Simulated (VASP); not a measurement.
Here is a VASP 6.6.1 calculation.

File INCAR:

```
SYSTEM = SiNi2
ALGO = Fast
EDIFF = 1E-6
ENCUT = 520
GGA = PE
ISIF = 2
ISMEAR = -1
LASPH = .TRUE.
LCHARG = .FALSE.
LREAL = Auto
LWAVE = .FALSE.
NBANDS = 168
NELM = 60
PREC = Accurate
SIGMA = 0.05
```

The input KPOINTS:

```
Automatic mesh
0
Gamma
  3 3 2
  0 0 0.5
```

File POSCAR:

```
SiNi2
1.0
    5.8678894296     -3.3878275418      0.0000000000
   -5.8678894296     -3.3878275418      0.0000000000
    0.0000000000      0.0000000000     -9.9829044386
Si Ni
12 24
Direct
    0.0000000000      0.3333333333      0.1250000000
    0.0000000000      0.3333333333      0.6250000000
    0.3333333333      0.0000000000      0.1250000000
    0.3333333333      0.0000000000      0.6250000000
    0.6666666667      0.6666666667      0.1250000000
    0.6666666667      0.6666666667      0.6250000000
    0.3333333333      0.3333333333      0.3750000000
    0.3333333333      0.3333333333      0.8750000000
    0.6666666667      1.0000000000      0.3750000000
    0.6666666667      1.0000000000      0.8750000000
    0.0000000000      0.6666666667      0.3750000000
    0.0000000000      0.6666666667      0.8750000000
    0.6666666667      0.3333333333      0.5000000000
    0.6666666667      0.3333333333      1.0000000000
    0.0000000000      1.0000000000      0.5000000000
    0.0000000000      1.0000000000      1.0000000000
    0.3333333333      0.6666666667      0.5000000000
    0.3333333333      0.6666666667      1.0000000000
    0.3333333333      0.6666666667      0.2500000000
    0.3333333333      0.6666666667      0.7500000000
    0.6666666667      0.3333333333      0.2500000000
    0.6666666667      0.3333333333      0.7500000000
    1.0000000000      1.0000000000      0.2500000000
    1.0000000000      1.0000000000      0.7500000000
    0.0000000000      0.3333333333      0.3750000000
    0.0000000000      0.3333333333      0.8750000000
    0.3333333333      0.0000000000      0.3750000000
    0.3333333333      0.0000000000      0.8750000000
    0.6666666667      0.6666666667      0.3750000000
    0.6666666667      0.6666666667      0.8750000000
    0.3333333333      0.3333333333      0.1250000000
    0.3333333333      0.3333333333      0.6250000000
    0.6666666667      1.0000000000      0.1250000000
    0.6666666667      1.0000000000      0.6250000000
    0.0000000000      0.6666666667      0.1250000000
    0.0000000000      0.6666666667      0.6250000000
```

Potentials or basis: VASP PAW PBE potentials, release 64 (Si, Ni).

Launch:

```bash
$ cat potpaw_PBE.64/Si/POTCAR potpaw_PBE.64/Ni/POTCAR > POTCAR
$ mpirun -np 1 vasp_std > vasp.out
```

Predict the band gap on the k mesh.

zero (band 144 reaches 10.99 eV, above the bottom of band 145 at 10.74 eV).

Estimate the pressure.

0.1 GPa.

Stress tensor (GPa, compression positive):
```
-0.27  0.00  0.00
 0.00 -0.27  0.00
 0.00  0.00  0.93
```

Spin polarisation is off, so any magnetic state and its effect on volume and gap are missing.
